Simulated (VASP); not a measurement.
# NbAs (F-43m) in VASP: notebook

NbAs is run at these levels: r2SCAN; tasks: single point.

All numbers are computed with VASP 6.6.1; they aren't measurements. Logs are shortened: lines on timing, memory, paths and dates and some standing lists are left out, and cuts for length are marked.

**1. The cell of the first run**

The structure is cubic, space group F-43m (No. 216). Conventional cell: a = 5.852 Å, b = 5.852 Å, c = 5.852 Å, α = 90.00°, β = 90.00°, γ = 90.00°. Within 3.3 Å of Nb (site symmetry -43m) lie 4 As at 2.53 Å. As (site symmetry -43m) has 4 Nb at 2.53 Å within 3.3 Å.

**2. Single point, r2SCAN, collinear spin**

File POSCAR:

```
NbAs
1.0
    0.0000000000      2.9260236880      2.9260236880
    2.9260236880      0.0000000000      2.9260236880
    2.9260236880      2.9260236880      0.0000000000
Nb As
1 1
Direct
    0.0000000000      0.0000000000      0.0000000000
    0.2500000000      0.2500000000      0.2500000000
```

File INCAR.step1:

```
SYSTEM = NbAs
PREC = Accurate
ENCUT = 520
ISMEAR = 0
SIGMA = 0.1
LREAL = .FALSE.
LASPH = .TRUE.
NELM = 150
ISPIN = 2
MAGMOM = 1 0
LMAXMIX = 4
NBANDS = 20
GGA = PE
ALGO = Normal
EDIFF = 1E-4
LWAVE = .TRUE.
LCHARG = .FALSE.
```

File INCAR.step2:

```
SYSTEM = NbAs
PREC = Accurate
ENCUT = 520
EDIFF = 1E-7
ISMEAR = 0
SIGMA = 0.1
LREAL = .FALSE.
LASPH = .TRUE.
NELM = 150
ALGO = Normal
ISIF = 2
LWAVE = .FALSE.
LCHARG = .FALSE.
ISPIN = 2
MAGMOM = 1 0
LORBIT = 11
LMAXMIX = 4
METAGGA = R2SCAN
LMIXTAU = .TRUE.
NBANDS = 20
ISTART = 1
```

File KPOINTS:

```
Automatic mesh
0
G
  12 12 12
  0 0 0
```

Potentials or basis: VASP PAW PBE potentials, release 64 (Nb_sv, As).

Launch:

```bash
$ cat potpaw_PBE.64/Nb_sv/POTCAR potpaw_PBE.64/As/POTCAR > POTCAR
$ cp INCAR.step1 INCAR
$ mpirun -np 1 vasp_std > vasp.out
$ cp INCAR.step2 INCAR
$ mpirun -np 1 vasp_std > vasp.out
```

OUTCAR:

```text
SYSTEM = NbAs
   PREC = Accurate
   ENCUT = 520
   EDIFF = 1E-7
   ISMEAR = 0
   LREAL = .FALSE.
   LASPH = .TRUE.
   NELM = 150
   ISIF = 2
   ISPIN = 2
   LORBIT = 11
   METAGGA = R2SCAN
   ISTART = 1

 ion  position               nearest neighbor table
   1  0.000  0.000  0.000-   2 2.53   2 2.53   2 2.53   2 2.53
   2  0.250  0.250  0.250-   1 2.53   1 2.53   1 2.53   1 2.53

  LATTYP: Found a face centered cubic cell.
 ALAT       =     5.8520473760

  Lattice vectors:

 A1 = (   0.0000000000,   2.9260236880,   2.9260236880)
 A2 = (   2.9260236880,   0.0000000000,   2.9260236880)
 A3 = (   2.9260236880,   2.9260236880,   0.0000000000)

Analysis of symmetry for initial positions (statically):
=====================================================================
 Subroutine PRICEL returns:
 Original cell was already a primitive cell.

 Routine SETGRP: Setting up the symmetry group for a
 face centered cubic supercell.

 Subroutine GETGRP returns: Found 24 space group operations
 (whereof 24 operations were pure point group operations)
 out of a pool of 48 trial point group operations.

The static configuration has the point symmetry T_d .

Analysis of symmetry for dynamics (positions and initial velocities):
=====================================================================
 Subroutine PRICEL returns:
 Original cell was already a primitive cell.

 Routine SETGRP: Setting up the symmetry group for a
 face centered cubic supercell.

 Subroutine GETGRP returns: Found 24 space group operations
 (whereof 24 operations were pure point group operations)
 out of a pool of 48 trial point group operations.

The dynamic configuration has the point symmetry T_d .

Analysis of structural, dynamic, and magnetic symmetry:
=====================================================================
 Subroutine PRICEL returns:
 Original cell was already a primitive cell.

 Routine SETGRP: Setting up the symmetry group for a
 face centered cubic supercell.

 Subroutine GETGRP returns: Found 24 space group operations
 (whereof 24 operations were pure point group operations)
 out of a pool of 48 trial point group operations.

The overall configuration has the point symmetry T_d .

 Subroutine INISYM returns: Found 24 space group operations
 (whereof 24 operations are pure point group operations),
 and found     1 'primitive' translations

----------------------------------------------------------------------------------------

                                     Primitive cell

[... 113 lines left out ...]
  Thomas-Fermi vector in A             =   2.300344
   LORBIT       =     11    0 simple, 1 ext, 2 COOP (PROOUT), +10 PAW based schemes
   METAGGA = R2SCAN    functional components
   LHFCALC =     F    Hartree Fock is set to
   AEXX    =    0.0000 exact exchange contribution
   IVDW    =     0    specifies the selected vdW correction
   LEPSILON=     F    determine dielectric tensor
   LRPA    =     F    only Hartree local field effects (RPA)
 spin polarized calculation
 Gauss-broadening in eV      SIGMA  =   0.10
  energy-cutoff  :      520.00
  volume of cell :       50.10
 maximum number of plane-waves:      1369
   NGX = 15   NGY = 15   NGZ = 15

 number of electron      18.0000001 magnetization       1.4090691

 Free energy of the ion-electron system (eV)
  ---------------------------------------------------
  ext. energy  EPLUGINS =         0.00000000
  ---------------------------------------------------
  free energy    TOTEN  =       -39.26439370 eV

  energy without entropy =      -39.24899289  energy(sigma->0) =      -39.25669329

 E-fermi :   5.5289     XC(G=0): -10.3206

 val. band max:        5.5258461117   @ k =   0.4167   0.3333   0.0833
 cond. band min:       5.5293099751   @ k =  -0.4167   0.4167   0.0833
 fundamental gap:      0.0034638634
 Fermi energy:         5.5288805308

 spin component 1

 k-point     1 :       0.0000    0.0000    0.0000
  band No.  band energies     occupation
      1     -51.8924      1.00000
      2     -27.3559      1.00000
      3     -27.3559      1.00000
      4     -27.3559      1.00000
      5      -6.5194      1.00000
      6       1.9143      1.00000
[... 541 lines left out ...]
     19      19.2277      0.00000
     20      19.2316      0.00000

 [... further k-points ...]

 spin component 2

 k-point     1 :       0.0000    0.0000    0.0000
  band No.  band energies     occupation
      1     -50.9309      1.00000
      2     -26.2191      1.00000
      3     -26.2191      1.00000
      4     -26.2191      1.00000
      5      -6.5401      1.00000
      6       2.2961      1.00000
[... 541 lines left out ...]
     19      19.7078      0.00000
     20      19.7155      0.00000

 [... further k-points ...]

------------------------ aborting loop because EDIFF is reached ----------------------------------------

  FORCE on cell =-STRESS in cart. coord.  units (eV):
  Direction    XX          YY          ZZ          XY          YZ          ZX
  --------------------------------------------------------------------------------------
  -------------------------------------------------------------------------------------
  Total       -0.0256649     -0.0256649     -0.0256649      0.0000000     -0.0000000      0.0000000
  in kB       -0.8207053     -0.8207053     -0.8207053      0.0000000     -0.0000000      0.0000000
  external PRESSURE =      -0.8207053 kB  Pullay stress =       0.0000000 kB

 VOLUME and BASIS-vectors are now :
 -----------------------------------------------------------------------------
  energy-cutoff  :      520.00
  volume of cell :       50.10
      direct lattice vectors                 reciprocal lattice vectors
     0.000000000  2.926023688  2.926023688    -0.170880366  0.170880366  0.170880366
     2.926023688  0.000000000  2.926023688     0.170880366 -0.170880366  0.170880366
     2.926023688  2.926023688  0.000000000     0.170880366  0.170880366 -0.170880366

 POSITION                                       TOTAL-FORCE (eV/Angst)
 -----------------------------------------------------------------------------------
      0.00000      0.00000      0.00000        -0.000000     -0.000000      0.000000
      1.46301      1.46301      1.46301         0.000000      0.000000     -0.000000
 -----------------------------------------------------------------------------------
    total drift:                                0.000000      0.000000      0.000000

  FREE ENERGIE OF THE ION-ELECTRON SYSTEM (eV)
  ---------------------------------------------------
  free  energy   TOTEN  =       -39.2643936954 eV

  energy  without entropy=      -39.2489928851  energy(sigma->0) =      -39.25669329

 total charge

# of ion       s       p       d       tot
------------------------------------------
    1        2.154   5.970   2.511  10.635
    2        1.208   1.715   0.055   2.978
--------------------------------------------------
tot          3.362   7.685   2.566  13.613

 magnetization (x)

# of ion       s       p       d       tot
------------------------------------------
    1        0.015   0.005   1.130   1.150
    2       -0.012  -0.088   0.029  -0.072
--------------------------------------------------
tot          0.003  -0.083   1.159   1.079
```

It took 32 min on 1 thread of AMD EPYC 7R43 (Zen 3), shared host; peak memory 0.27 GiB.

Results:

- Free energy: -39.2644 eV
- Pressure: -0.1 GPa
- Net moment: 1.41 μB per cell
- Site moments: Nb +1.15; As -0.07 μB
- Valence electrons inside the program's atomic spheres: Nb 10.63; As 2.98

Caveat: the PAW data sets were made with another functional, which shifts forces and pressure a little.

**3. Single point, r2SCAN, collinear spin**

POSCAR is that of step 2.

File INCAR.step1:

```
SYSTEM = NbAs
PREC = Accurate
ENCUT = 520
ISMEAR = 0
SIGMA = 0.1
LREAL = .False.
LASPH = .True.
NELM = 150
ISPIN = 2
MAGMOM = 2.5 0
LMAXMIX = 4
NBANDS = 20
GGA = PE
ALGO = Normal
EDIFF = 1E-4
LWAVE = .True.
LCHARG = .False.
```

File INCAR.step2:

```
SYSTEM = NbAs
PREC = Accurate
ENCUT = 520
EDIFF = 1E-7
ISMEAR = 0
SIGMA = 0.1
LREAL = .False.
LASPH = .True.
NELM = 150
ALGO = Normal
ISIF = 2
LWAVE = .False.
LCHARG = .False.
ISPIN = 2
MAGMOM = 2.5 0
LORBIT = 11
LMAXMIX = 4
METAGGA = R2SCAN
LMIXTAU = .True.
NBANDS = 20
ISTART = 1
```

File KPOINTS:

```
Automatic mesh
0
Gamma
  12 12 12
  0 0 0
```

Potentials or basis: VASP PAW PBE potentials, release 64 (Nb_sv, As).

Launch:

```bash
$ cat potpaw_PBE.64/Nb_sv/POTCAR potpaw_PBE.64/As/POTCAR > POTCAR
$ cp INCAR.step1 INCAR
$ mpirun -np 1 vasp_std > vasp.out
$ cp INCAR.step2 INCAR
$ mpirun -np 1 vasp_std > vasp.out
```

Wall time 33 min (1 thread of AMD EPYC 7R43 (Zen 3), shared host); peak memory 0.29 GiB.

Results (log left out):

```yaml
Free_energy: -39.1802 eV
Pressure: -3.1 GPa
Band_gap_on_the_k_mesh: zero (filled and empty bands overlap)
Net_moment: 0.00 μB per cell
Valence_electrons_inside_the_program's_atomic_spheres: Nb 10.58; As 2.97
```

Levels at points of the mesh, in eV from the Fermi level:
Spin up:
```
           k point  band 5  band 6  band 7  band 8  band 9  band 10  band 11  band 12  band 13  band 14
(0.00, 0.00, 0.00)  -12.30   -3.73   -3.73   -3.73    0.05     0.05     2.52     5.53     5.53     5.53
(0.50, 0.00, 0.00)  -11.45   -4.41   -3.30   -3.30    0.40     0.40     0.60     3.25     3.25     4.70
(0.50, 0.50, 0.00)  -11.16   -4.91   -2.40   -2.40   -1.02     0.84     0.88     1.36     1.36     6.80
```
Spin down:
| k point | band 5 | band 6 | band 7 | band 8 | band 9 | band 10 | band 11 | band 12 | band 13 | band 14 |
| --- | --- | --- | --- | --- | --- | --- | --- | --- | --- | --- |
| (0.00, 0.00, 0.00) | -12.30 | -3.73 | -3.73 | -3.73 | 0.05 | 0.05 | 2.52 | 5.53 | 5.53 | 5.53 |
| (0.50, 0.00, 0.00) | -11.45 | -4.41 | -3.30 | -3.30 | 0.40 | 0.40 | 0.60 | 3.25 | 3.25 | 4.70 |
| (0.50, 0.50, 0.00) | -11.16 | -4.91 | -2.40 | -2.40 | -1.02 | 0.84 | 0.88 | 1.36 | 1.36 | 6.80 |

Caveat: the cell stands under tension; the PAW data sets were made with another functional, which shifts forces and pressure a little.

The gap in the log of VASP goes by the Fermi energy; the results here count the filled bands.